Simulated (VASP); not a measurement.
Write the native input for VASP 6.6.1 that does the following.

| Item | Value |
| --- | --- |
| Task | single point |
| Functional | PBE |
| Potentials or basis | VASP PAW PBE potentials, release 64 (Cd, Te) |
| Cutoff | 400 eV |
| k mesh | 1 × 1 × 4 |
| Occupations | gaussian, width 0.05 eV |
| Spin | no spin polarisation |
| Dipole correction | no |
| Further INCAR settings | ALGO = Normal; EDIFF = 1e-06; NBANDS = 66 |

The structure of CdTe lies in POSCAR:

```
CdTe
1.0
   20.8000000000      0.0000000000      0.0000000000
    0.0000000000      9.8000000000      0.0000000000
    0.0000000000      0.0000000000      8.1708571080
Cd Te
6 6
Direct
    0.7835003937      0.4744723685      0.3333333333
    0.5567000787      0.4744723685      0.3333333333
    0.6701002362      0.4744723685      0.8333333333
    0.3298997638      0.4744723685      0.3333333333
    0.4432999213      0.4744723685      0.8333333333
    0.2164996063      0.4744723685      0.8333333333
    0.6701002362      0.5255276315      0.1666666667
    0.7835003937      0.5255276315      0.6666666667
    0.4432999213      0.5255276315      0.1666666667
    0.5567000787      0.5255276315      0.6666666667
    0.2164996063      0.5255276315      0.1666666667
    0.3298997638      0.5255276315      0.6666666667
```

These files were run (other wordings do the same):

INCAR

```
SYSTEM = CdTe
  PREC = Accurate
  ENCUT = 400
  EDIFF = 1E-6
  ISMEAR = 0
  SIGMA = 0.05
  LREAL = .FALSE.
  LASPH = .TRUE.
  NELM = 120
  ALGO = Normal
  ISIF = 2
  LWAVE = .FALSE.
  LCHARG = .TRUE.
  GGA = PE
  LELF = .TRUE.
  LVHAR = .TRUE.
  NBANDS = 66
  GGA_COMPAT = .FALSE.
```

KPOINTS

```
Automatic mesh
0
G
  1 1 4
  0 0 0
```

Potentials or basis: VASP PAW PBE potentials, release 64 (Cd, Te).

The run is started by

```console
$ cat potpaw_PBE.64/Cd/POTCAR potpaw_PBE.64/Te/POTCAR > POTCAR
$ mpirun -np 1 vasp_std > vasp.out
```

It gave:

```json
{
  "Largest force": "1.111 eV/Å",
  "Band gap on the k mesh": "0.63 eV"
}
```

Caveat: semilocal functionals underestimate gaps, and a narrow one can read as zero; spin-orbit coupling is left out, which moves the levels of the heavy elements.

Wall time 9.8 min on 1 thread of Oxide Virtual Turin-like Processor, with other jobs on the host, peak memory 0.94 GiB.
